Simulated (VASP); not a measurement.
# Cu (Fm-3m) in VASP: single point with PBE

Aim: the single point of Cu with PBE.

All numbers are computed with VASP 6.6.1; they aren't measurements. Logs are shortened: lines on timing, memory, paths and dates and some standing lists are left out, and cuts for length are marked.

### 1 The cell of the first run

The structure is cubic, space group Fm-3m (No. 225). The conventional cell has a = 3.615 Å, b = 3.615 Å, c = 3.615 Å, α = 90.00°, β = 90.00°, γ = 90.00°. Within 3.4 Å of Cu (site symmetry m-3m) lie 12 Cu at 2.56 Å.

### 2 Single point, PBE

The input, INCAR:

```
SYSTEM = Cu
PREC     = Accurate       ! precision mode
ENCUT    = 520            ! plane-wave cutoff, eV
EDIFF    = 1E-6           ! SCF threshold, eV
ISMEAR   = 0              ! smearing method
SIGMA    = 0.05           ! smearing width, eV
LREAL    = .FALSE.        ! projectors in reciprocal space
LASPH    = .TRUE.         ! aspherical terms in the spheres
NELM     = 80             ! most SCF steps
ALGO     = Normal         ! electronic algorithm
ISIF     = 2              ! what is computed and relaxed
LWAVE    = .FALSE.        ! write WAVECAR
LCHARG   = .TRUE.         ! write CHGCAR
GGA      = PE             ! functional
LELF     = .TRUE.         ! ELF
LVHAR    = .TRUE.       
NBANDS   = 12             ! bands
```

The input, KPOINTS:

```
Automatic mesh
0
G
  18 18 18
  0 0 0
```

The input, POSCAR:

```
Cu
1.0
    0.0000000000      1.8075000000      1.8075000000
    1.8075000000      0.0000000000      1.8075000000
    1.8075000000      1.8075000000      0.0000000000
Cu
1
Direct
    0.0000000000      0.0000000000      0.0000000000
```

Potentials or basis: VASP PAW PBE potentials, release 64 (Cu).

Run with:

```console
cat potpaw_PBE.64/Cu/POTCAR > POTCAR
mpirun -np 1 vasp_std > vasp.out
```

OUTCAR:

```text
SYSTEM = Cu
   PREC = Accurate
   ENCUT = 520
   EDIFF = 1E-6
   ISMEAR = 0
   LREAL = .FALSE.
   LASPH = .TRUE.
   NELM = 80
   ISIF = 2
   GGA = PE

 ion  position               nearest neighbor table
   1  0.000  0.000  0.000-

  LATTYP: Found a face centered cubic cell.
 ALAT       =     3.6150000000

  Lattice vectors:

 A1 = (   0.0000000000,   1.8075000000,   1.8075000000)
 A2 = (   1.8075000000,   0.0000000000,   1.8075000000)
 A3 = (   1.8075000000,   1.8075000000,   0.0000000000)

Analysis of symmetry for initial positions (statically):
=====================================================================
 Subroutine PRICEL returns:
 Original cell was already a primitive cell.

 Routine SETGRP: Setting up the symmetry group for a
 face centered cubic supercell.

 Subroutine GETGRP returns: Found 48 space group operations
 (whereof 48 operations were pure point group operations)
 out of a pool of 48 trial point group operations.

The static configuration has the point symmetry O_h .

Analysis of symmetry for dynamics (positions and initial velocities):
=====================================================================
 Subroutine PRICEL returns:
 Original cell was already a primitive cell.

 Routine SETGRP: Setting up the symmetry group for a
 face centered cubic supercell.

 Subroutine GETGRP returns: Found 48 space group operations
 (whereof 48 operations were pure point group operations)
 out of a pool of 48 trial point group operations.

The dynamic configuration has the point symmetry O_h .

 Subroutine INISYM returns: Found 48 space group operations
 (whereof 48 operations are pure point group operations),
 and found     1 'primitive' translations

----------------------------------------------------------------------------------------

                                     Primitive cell

  volume of cell :      11.8104

  direct lattice vectors                    reciprocal lattice vectors
     0.000000000  1.807500000  1.807500000    -0.276625173  0.276625173  0.276625173
     1.807500000  0.000000000  1.807500000     0.276625173 -0.276625173  0.276625173
     1.807500000  1.807500000  0.000000000     0.276625173  0.276625173 -0.276625173

  length of vectors
     2.556191014  2.556191014  2.556191014     0.479128854  0.479128854  0.479128854

  position of ions in fractional coordinates (direct lattice)
     0.000000000  0.000000000  0.000000000

  ion indices of the primitive-cell ions
   primitive index   ion index
                 1           1

----------------------------------------------------------------------------------------

 KPOINTS: Automatic mesh

Automatic generation of k-mesh.
 Grid dimensions read from file:
 generate k-points for:   18   18   18

 Generating k-lattice:

  Cartesian coordinates                     Fractional coordinates (reciprocal lattice)
    -0.015368065  0.015368065  0.015368065     0.055555556  0.000000000  0.000000000
     0.015368065 -0.015368065  0.015368065     0.000000000  0.055555556  0.000000000
     0.015368065  0.015368065 -0.015368065     0.000000000  0.000000000  0.055555556

  Length of vectors
     0.026618270  0.026618270  0.026618270

  Shift w.r.t. Gamma in fractional coordinates (k-lattice)
     0.000000000  0.000000000  0.000000000

 Subroutine IBZKPT returns following result:
 ===========================================

 Found    195 irreducible k-points:

 Following reciprocal coordinates:
            Coordinates               Weight
  0.000000  0.000000  0.000000      1.000000
  0.055556  0.000000  0.000000      8.000000
  0.111111  0.000000  0.000000      8.000000
  0.166667  0.000000  0.000000      8.000000
  0.222222  0.000000  0.000000      8.000000
  0.277778  0.000000  0.000000      8.000000
[... 16 lines left out ...]
 -0.277778  0.055556  0.000000     24.000000
 -0.222222  0.055556  0.000000     24.000000
 [... further k-points ...]
   k-points           NKPTS =    195   k-points in BZ     NKDIM =    195   number of bands    NBANDS=     12
   number of dos      NEDOS =    301   number of ions     NIONS =      1
   total plane-waves  NPLWV =   8000
   dimension x,y,z NGX =    20 NGY =   20 NGZ =   20
   dimension x,y,z NGXF=    40 NGYF=   40 NGZF=   40
   ions per type =               1
   NGX,Y,Z   is equivalent  to a cutoff of  13.01, 13.01, 13.01 a.u.
   NGXF,Y,Z  is equivalent  to a cutoff of  26.01, 26.01, 26.01 a.u.
 SYSTEM =  Cu
   PREC   = accura    normal or accurate (medium, high low for compatibility)
   ISTART =      0    job   : 0-new  1-cont  2-samecut
   ICHARG =      2    charge: 1-file 2-atom 10-const
   ISPIN  =      1    spin polarized calculation?
   LNONCOLLINEAR =      F non collinear calculations
   LSORBIT =      F    spin-orbit coupling
   LASPH  =      T    aspherical Exc in radial PAW
   ENCUT  =  520.0 eV  38.22 Ry    6.18 a.u.   4.75  4.75  4.75*2*pi/ulx,y,z
   NELM   =     80;   NELMIN=  2; NELMDL= -5     # of ELM steps
   EDIFF  = 0.1E-05   stopping-criterion for ELM
   LREAL  =      F    real-space projection
   EDIFFG = 0.1E-04   stopping-criterion for IOM
   NSW    =      0    number of steps for IOM
   IBRION =     -1    ionic relax: 0-MD 1-quasi-New 2-CG
   NFREE  =      0    steps in history (QN), initial steepest desc. (CG)
   ISIF   =      2    stress and relaxation
   ISYM   =      2    0-nonsym 1-usesym 2-fastsym
   POTIM  = 0.5000    time-step for ionic-motion
   TEBEG  =    0.0;   TEEND  =   0.0 temperature during run
   PSTRESS=    0.0 pullay stress
   NELECT =      11.0000    total number of electrons
   NUPDOWN=      -1.0000    fix difference up-down
   EMIN   =  10.00;   EMAX   =-10.00  energy-range for DOS
   EFERMI =   0.00;   METHOD = LEGACY
   ISMEAR =     0;   SIGMA  =   0.05  broadening in eV -4-tet -1-fermi 0-gaus
   EFERMI_NEDOS =   21; number of points for ismear=-14 and -15
   IALGO  =     38    algorithm
   IMIX   =      4    mixing-type and parameters
     AMIX     =   0.40;   BMIX     =  1.00
     AMIX_MAG =   1.60;   BMIX_MAG =  1.00
  volume/ion in A,a.u.               =      11.81        79.70
  Fermi-wavevector in a.u.,A,eV,Ry     =   1.598763  3.021224 34.777078  2.556043
  Thomas-Fermi vector in A             =   2.696162
   LORBIT       =      0    0 simple, 1 ext, 2 COOP (PROOUT), +10 PAW based schemes
   GGA     = PE    functional components
   LHFCALC =     F    Hartree Fock is set to
   AEXX    =    0.0000 exact exchange contribution
   IVDW    =     0    specifies the selected vdW correction
   LEPSILON=     F    determine dielectric tensor
   LRPA    =     F    only Hartree local field effects (RPA)
 non-spin polarized calculation
 Gauss-broadening in eV      SIGMA  =   0.05
  energy-cutoff  :      520.00
  volume of cell :       11.81
 maximum number of plane-waves:       332
   NGX =  9   NGY =  9   NGZ =  9

 number of electron      11.0000001 magnetization

 Free energy of the ion-electron system (eV)
  ---------------------------------------------------
  ext. energy  EPLUGINS =         0.00000000
  ---------------------------------------------------
  free energy    TOTEN  =        -3.72700731 eV

  energy without entropy =       -3.72661133  energy(sigma->0) =       -3.72680932

 E-fermi :   7.5588     XC(G=0): -12.7249

 val. band max:        7.5104680794   @ k =   0.5000   0.3333   0.1667
 cond. band min:       7.5707509195   @ k =   0.5000   0.2778   0.1111
 fundamental gap:      0.0602828402
 Fermi energy:         7.5587880431

 k-point     1 :       0.0000    0.0000    0.0000
  band No.  band energies     occupation
      1      -1.7652      2.00000
      2       4.5652      2.00000
      3       4.5652      2.00000
      4       4.5652      2.00000
      5       5.3876      2.00000
      6       5.3876      2.00000
      7      30.1798      0.00000
      8      32.8246      0.00000
      9      32.8246      0.00000
     10      32.8246      0.00000
     11      35.3176      0.00000
     12      35.3176      0.00000

 k-point     2 :       0.0556    0.0000    0.0000
  band No.  band energies     occupation
      1      -1.6527      2.00000
      2       4.5413      2.00000
      3       4.5866      2.00000
      4       4.5866      2.00000
      5       5.3790      2.00000
      6       5.3790      2.00000
      7      29.5354      0.00000
      8      31.4586      0.00000
      9      32.4586      0.00000
     10      32.4586      0.00000
     11      35.8431      0.00000
     12      35.8431      0.00000

 k-point     3 :       0.1111    0.0000    0.0000
  band No.  band energies     occupation
      1      -1.3188      2.00000
      2       4.4761      2.00000
      3       4.6422      2.00000
      4       4.6422      2.00000
      5       5.3617      2.00000
      6       5.3617      2.00000
      7      27.1073      0.00000
      8      30.8712      0.00000
      9      31.7898      0.00000
     10      31.7898      0.00000
     11      36.9366      0.00000
     12      36.9367      0.00000
[... 286 lines left out ...]
 k-point    23 :      -0.2778    0.0556    0.0000
  band No.  band energies     occupation
      1       1.1552      2.00000
      2       4.3240      2.00000
      3       4.6715      2.00000
      4       4.7154      2.00000
      5       5.4822      2.00000
      6       5.7483      2.00000
      7      17.9250      0.00000
      8      27.2494      0.00000
      9      30.5826      0.00000
     10      31.7740      0.00000
     11      33.7372      0.00000
     12      35.3334      0.00000

 k-point    24 :      -0.2222    0.0556    0.0000
  band No.  band energies     occupation
      1       0.3080      2.00000
      2       4.2737      2.00000
      3       4.7217      2.00000
      4       4.7601      2.00000
      5       5.3400      2.00000
      6       5.5835      2.00000
      7      20.5646      0.00000
      8      27.5460      0.00000
      9      31.2371      0.00000
     10      32.3209      0.00000
     11      34.9003      0.00000
     12      35.5101      0.00000

 [... further k-points ...]
[... 5 lines left out ...]
  --------------------------------------------------------------------------------------
  -------------------------------------------------------------------------------------
  Total        0.1818002      0.1818002      0.1818002     -0.0000000      0.0000000      0.0000000
  in kB       24.6626597     24.6626597     24.6626597     -0.0000000      0.0000000      0.0000000
  external PRESSURE =      24.6626597 kB  Pullay stress =       0.0000000 kB

 VOLUME and BASIS-vectors are now :
 -----------------------------------------------------------------------------
  energy-cutoff  :      520.00
  volume of cell :       11.81
      direct lattice vectors                 reciprocal lattice vectors
     0.000000000  1.807500000  1.807500000    -0.276625173  0.276625173  0.276625173
     1.807500000  0.000000000  1.807500000     0.276625173 -0.276625173  0.276625173
     1.807500000  1.807500000  0.000000000     0.276625173  0.276625173 -0.276625173

 POSITION                                       TOTAL-FORCE (eV/Angst)
 -----------------------------------------------------------------------------------
      0.00000      0.00000      0.00000        -0.000000     -0.000000     -0.000000
 -----------------------------------------------------------------------------------
    total drift:                                0.000000     -0.000000      0.000000

  FREE ENERGIE OF THE ION-ELECTRON SYSTEM (eV)
  ---------------------------------------------------
  free  energy   TOTEN  =        -3.7270073080 eV

  energy  without entropy=       -3.7266113336  energy(sigma->0) =       -3.72680932
```

It took 32 s on 1 thread of Intel Xeon 8259CL, shared host; peak memory 0.14 GiB.

Results:

```
Free energy : -3.7270 eV
Pressure    : 2.5 GPa
```

Levels at points of the mesh, in eV from the Fermi level:
| k point | band 2 | band 3 | band 4 | band 5 | band 6 | band 7 | band 8 | band 9 | band 10 | band 11 |
| --- | --- | --- | --- | --- | --- | --- | --- | --- | --- | --- |
| (0.00, 0.00, 0.00) | -2.99 | -2.99 | -2.99 | -2.17 | -2.17 | 22.62 | 25.27 | 25.27 | 25.27 | 27.76 |
| (0.50, 0.00, 0.00) | -3.03 | -3.03 | -1.60 | -1.60 | -0.98 | 3.79 | 21.11 | 22.10 | 22.10 | 25.10 |
| (0.50, 0.50, 0.00) | -4.39 | -1.62 | -1.46 | -1.46 | 1.53 | 7.14 | 13.11 | 13.11 | 17.60 | 20.29 |
